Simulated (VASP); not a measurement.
Input of a VASP 6.6.1 run:

File INCAR:

```
  PREC = Accurate
  ENCUT = 520
  EDIFF = 1E-6
  ISMEAR = 0
  SIGMA = 0.01
  LREAL = F
  LASPH = T
  NELM = 60
  ALGO = Normal
  ISIF = 2
  LWAVE = F
  LCHARG = F
  GGA = PE
  NBANDS = 15
```

File KPOINTS:

```
Automatic mesh
0
Gamma
  4 4 4
```

POSCAR

```
BaTe
1.0
    0.0000000000      3.5323868409      3.5323868409
    3.5323868409      0.0000000000      3.5323868409
    3.5323868409      3.5323868409      0.0000000000
Ba Te
1 1
Direct
    0.0000000000      0.0000000000      0.0000000000
    0.5000000000      0.5000000000      0.5000000000
```

Potentials or basis: VASP PAW PBE potentials, release 64 (Ba_sv, Te).

The run is started by

```sh
$ cat potpaw_PBE.64/Ba_sv/POTCAR potpaw_PBE.64/Te/POTCAR > POTCAR
$ mpirun -np 1 vasp_std > vasp.out
```

**Question.** What does it give for the pressure?

**Answer.** 0.4 GPa.

**Question.** What does it give for the band gap on the k mesh?

**Answer.** 1.57 eV, indirect (least direct gap 1.96 eV).

Caveat: spin-orbit coupling is left out, which moves the levels of the heavy elements. A k mesh can miss the band edges.
